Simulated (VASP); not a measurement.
# KBr in VASP: settings compared, part 2 of 2

VASP 6.6.1. Earlier steps stand in the parts before.

### Step 4. Single point, r2SCAN (strain -5.0%)

POSCAR reads:

```
KBr
1.0
    3.7766780259      0.0000000000      0.0000000000
    0.0000000000      3.7766780259      0.0000000000
    0.0000000000      0.0000000000      3.7766780259
K Br
1 1
Direct
    0.0000000000      0.0000000000      0.0000000000
    0.5000000000      0.5000000000      0.5000000000
```

INCAR.step1 reads:

```
PREC     = Accurate       # precision mode
ENCUT    = 520            # plane-wave cutoff, eV
ISMEAR   = 0              # smearing method
SIGMA    = 0.01           # smearing width, eV
LREAL    = F              # projectors in reciprocal space
LASPH    = T              # aspherical terms in the spheres
NELM     = 80             # most SCF steps
NBANDS   = 15             # bands
GGA      = PE             # functional
ALGO     = Normal         # electronic algorithm
EDIFF    = 1E-4           # SCF threshold, eV
LWAVE    = T              # write WAVECAR
LCHARG   = F              # write CHGCAR
```

INCAR.step2 reads:

```
PREC     = Accurate       # precision mode
ENCUT    = 520            # plane-wave cutoff, eV
EDIFF    = 1E-6           # SCF threshold, eV
ISMEAR   = 0              # smearing method
SIGMA    = 0.01           # smearing width, eV
LREAL    = F              # projectors in reciprocal space
LASPH    = T              # aspherical terms in the spheres
NELM     = 80             # most SCF steps
ALGO     = Normal         # electronic algorithm
ISIF     = 2              # what is computed and relaxed
LWAVE    = F              # write WAVECAR
LCHARG   = F              # write CHGCAR
METAGGA  = R2SCAN         # meta-GGA
LMIXTAU  = T            
NBANDS   = 15             # bands
ISTART   = 1
```

KPOINTS reads:

```
Automatic mesh
0
Gamma
  6 6 6
```

Potentials or basis: VASP PAW PBE potentials, release 64 (K_sv, Br).

The run is started by

```sh
cat potpaw_PBE.64/K_sv/POTCAR potpaw_PBE.64/Br/POTCAR > POTCAR
cp INCAR.step1 INCAR
mpirun -np 1 vasp_std > vasp.out
cp INCAR.step2 INCAR
mpirun -np 1 vasp_std > vasp.out
```

OUTCAR:

```text
PREC = Accurate
   ENCUT = 520
   EDIFF = 1E-6
   ISMEAR = 0
   LREAL = F
   LASPH = T
   NELM = 80
   ISIF = 2
   METAGGA = R2SCAN
   ISTART = 1

 ion  position               nearest neighbor table
   1  0.000  0.000  0.000-   2 3.27   2 3.27   2 3.27   2 3.27   2 3.27   2 3.27   2 3.27   2 3.27

   2  0.500  0.500  0.500-   1 3.27   1 3.27   1 3.27   1 3.27   1 3.27   1 3.27   1 3.27   1 3.27

  LATTYP: Found a simple cubic cell.
 ALAT       =     3.7766780259
[... 541 lines left out ...]
     15      12.6944      0.00000

------------------------ aborting loop because EDIFF is reached ----------------------------------------

  FORCE on cell =-STRESS in cart. coord.  units (eV):
  Direction    XX          YY          ZZ          XY          YZ          ZX
  --------------------------------------------------------------------------------------
  -------------------------------------------------------------------------------------
  Total        1.4381191      1.4381191      1.4381191     -0.0000000     -0.0000000     -0.0000000
  in kB       42.7735748     42.7735748     42.7735748     -0.0000000     -0.0000000     -0.0000000
  external PRESSURE =      42.7735748 kB  Pullay stress =       0.0000000 kB

 VOLUME and BASIS-vectors are now :
 -----------------------------------------------------------------------------
  energy-cutoff  :      520.00
  volume of cell :       53.87
      direct lattice vectors                 reciprocal lattice vectors
     3.776678026  0.000000000  0.000000000     0.264782964  0.000000000  0.000000000
     0.000000000  3.776678026  0.000000000     0.000000000  0.264782964  0.000000000
     0.000000000  0.000000000  3.776678026     0.000000000  0.000000000  0.264782964

 POSITION                                       TOTAL-FORCE (eV/Angst)
 -----------------------------------------------------------------------------------
      0.00000      0.00000      0.00000         0.000000      0.000000      0.000000
      1.88834      1.88834      1.88834         0.000000      0.000000      0.000000
 -----------------------------------------------------------------------------------
    total drift:                               -0.000000      0.000000      0.000000

  FREE ENERGIE OF THE ION-ELECTRON SYSTEM (eV)
  ---------------------------------------------------
  free  energy   TOTEN  =       -23.0392540273 eV

  energy  without entropy=      -23.0392540273  energy(sigma->0) =      -23.03925403
```

OUTCAR.step1:

```text
PREC = Accurate
   ENCUT = 520
   ISMEAR = 0
   LREAL = F
   LASPH = T
[... 574 lines left out ...]
 -----------------------------------------------------------------------------------
      0.00000      0.00000      0.00000         0.000000      0.000000      0.000000
      1.88834      1.88834      1.88834         0.000000      0.000000      0.000000
 -----------------------------------------------------------------------------------
    total drift:                               -0.000000      0.000000      0.000000

  FREE ENERGIE OF THE ION-ELECTRON SYSTEM (eV)
  ---------------------------------------------------
  free  energy   TOTEN  =        -5.9145517982 eV

  energy  without entropy=       -5.9145517982  energy(sigma->0) =       -5.91455180
```

It took 53 s on 1 thread of Intel Xeon Platinum 8488C (Sapphire Rapids), shared host; peak memory 0.16 GiB.

What came out:

* Free energy: -23.0393 eV
* Pressure: 4.3 GPa
* Band gap on the k mesh: 5.42 eV, indirect (least direct gap 5.76 eV)

Levels at points of the mesh, in eV from the valence-band top:
```
           k point  band 4  band 5  band 6  band 7  band 8  band 9  band 10  band 11  band 12  band 13
(0.00, 0.00, 0.00)  -12.24  -12.24   -0.33   -0.33   -0.33    5.42     6.06     6.06    10.81    10.81
(0.50, 0.00, 0.00)  -12.20  -11.96   -2.63   -0.36   -0.36    7.71     8.11     9.53     9.55    11.07
(0.50, 0.50, 0.00)  -12.52  -12.17   -1.84   -1.84    0.00    5.80     7.37     8.78     8.78    12.59
(0.50, 0.50, 0.50)  -12.44  -12.44   -2.04   -2.04   -2.04    8.52     8.52     8.52    11.08    11.08
```

Caveat: the cell differs from its parent crystal (strain -5.0%); the PAW data sets were made with another functional, which shifts forces and pressure a little.

### Step 5. The runs side by side

| level | cell | k mesh | smearing | gap on the mesh (eV) | pressure (GPa) |
| --- | --- | --- | --- | --- | --- |
| PBE | a = 4.053, b = 3.976, c = 3.976 Å, 2 atoms | 4 × 4 × 4 | gaussian 0.01 eV | 3.92 | 0.6 |
| PBE | a = 3.976 Å, 2 atoms | 6 × 6 × 6 | fermi-dirac 0.02 eV | 4.02 | 0.9 |
| r2SCAN | a = 3.777 Å, 2 atoms | 6 × 6 × 6 | gaussian 0.01 eV | 5.42 | 4.3 |

Alike in all rows: task single point; potentials or basis VASP PAW PBE potentials, release 64 (K_sv, Br); no spin polarisation; cutoff (eV) 520.

Caveats: the PAW data sets were made with another functional, which shifts forces and pressure a little (some runs).

Total energies depend on the potentials used, so only differences within one code and one set of settings carry meaning.
